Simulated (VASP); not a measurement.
Write the native input for VASP 6.6.1 that does the following.

```
Task                   : electric field gradients
Functional             : PBE
Potentials or basis    : VASP PAW PBE potentials, release 64 (Ta_pv, N)
Cutoff                 : 520 eV
k mesh                 : 9 × 9 × 5
Occupations            : fermi-dirac, width 0.01 eV
Spin                   : no spin polarisation
Dipole correction      : no
Further INCAR settings : ALGO = Normal; EDIFF = 1e-08; NBANDS = 24
```

The structure of TaN lies in POSCAR:

```
TaN
1.0
    3.1110011123      0.0000000000      0.0000000000
   -1.5555005562      2.6942059945      0.0000000000
    0.0000000000      0.0000000000      4.9400000000
Ta N
2 2
Direct
    0.3333333333      0.6666666667      0.0000000000
    0.6666666667      0.3333333333      0.5000000000
    0.3333333333      0.6666666667      0.3850000000
    0.6666666667      0.3333333333      0.8850000000
```

This cell differs from its parent crystal: equal xx and yy strain of +2 %.

The input as run:

INCAR

```
SYSTEM = TaN
ALGO = Normal ; EDIFF = 1E-8
ENCUT = 520 ; GGA = PE
ISIF = 2 ; ISMEAR = -1
LASPH = .TRUE. ; LCHARG = .FALSE.
LEFG = .TRUE. ; LREAL = .FALSE.
LWAVE = .FALSE. ; NBANDS = 24
NELM = 60 ; PREC = Accurate
SIGMA = 0.01
```

KPOINTS

```
k-points
0
G
  9 9 5
  0 0 0
```

Potentials or basis: VASP PAW PBE potentials, release 64 (Ta_pv, N).

The run is started by

```sh
$ cat potpaw_PBE.64/Ta_pv/POTCAR potpaw_PBE.64/N/POTCAR > POTCAR
$ mpirun -np 1 vasp_std > vasp.out
```

It gave:

- Pressure: 111.9 GPa
- Largest force: 1.204 eV/Å
- Band gap on the k mesh: zero (band 16 reaches 9.86 eV, above the bottom of band 17 at 7.80 eV)

Caveat: the cell differs from its parent crystal (equal xx and yy strain of +2 %); without QUAD_EFG the Cq values of the log hold for a quadrupole moment of 1 mb, not for the nuclei; spin-orbit coupling is left out, which moves the levels of the heavy elements; forces of over 1 eV/Å act on the atoms, so gaps and moduli don't describe the material at rest.

Wall time 49 s on 1 thread of Intel Xeon 8259CL, on a shared host, peak memory 0.18 GiB.
